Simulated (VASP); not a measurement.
Wanted: the native input for a VASP 6.6.1 run.

- Task: single point
- Functional: PBE
- Potentials or basis: VASP PAW PBE potentials, release 64 (Cu)
- Cutoff: 520 eV
- k mesh: 22 × 22 × 22
- Occupations: gaussian, width 0.15 eV
- Spin: no spin polarisation
- Dipole correction: no
- Further INCAR settings: ALGO = Fast; EDIFF = 1e-06; NBANDS = 12

The structure of Cu lies in POSCAR:

```
Cu
1.0
    0.0000000000      1.9430625000      1.8075000000
    1.6719375000      0.0000000000      1.8075000000
    1.6719375000      1.9430625000      0.0000000000
Cu
1
Direct
    0.0000000000      0.0000000000      0.0000000000
```

This cell differs from its parent crystal: strain -0.0750 x Voigt [1, -1, 0, 0, 0, 0].

One way to write it, as run:

INCAR

```
ALGO = Fast ; EDIFF = 1E-6
ENCUT = 520 ; GGA = PE
ISIF = 2 ; ISMEAR = 0
LASPH = T ; LCHARG = F
LREAL = F ; LWAVE = F
NBANDS = 12 ; NELM = 60
PREC = Accurate ; SIGMA = 0.15
```

KPOINTS

```
k-points
0
Gamma
  22 22 22
```

Potentials or basis: VASP PAW PBE potentials, release 64 (Cu).

Command:

```bash
$ cat potpaw_PBE.64/Cu/POTCAR > POTCAR
$ mpirun -np 1 vasp_std > vasp.out
```

Results of the run:

- Pressure: 4.0 GPa

Caveat: the cell differs from its parent crystal (strain -0.0750 x Voigt [1, -1, 0, 0, 0, 0]).

Wall time 2.2 min on 1 thread of Intel(R) Xeon(R) Platinum 8488C (Sapphire Rapids), with other jobs on the host, peak memory 0.31 GiB.
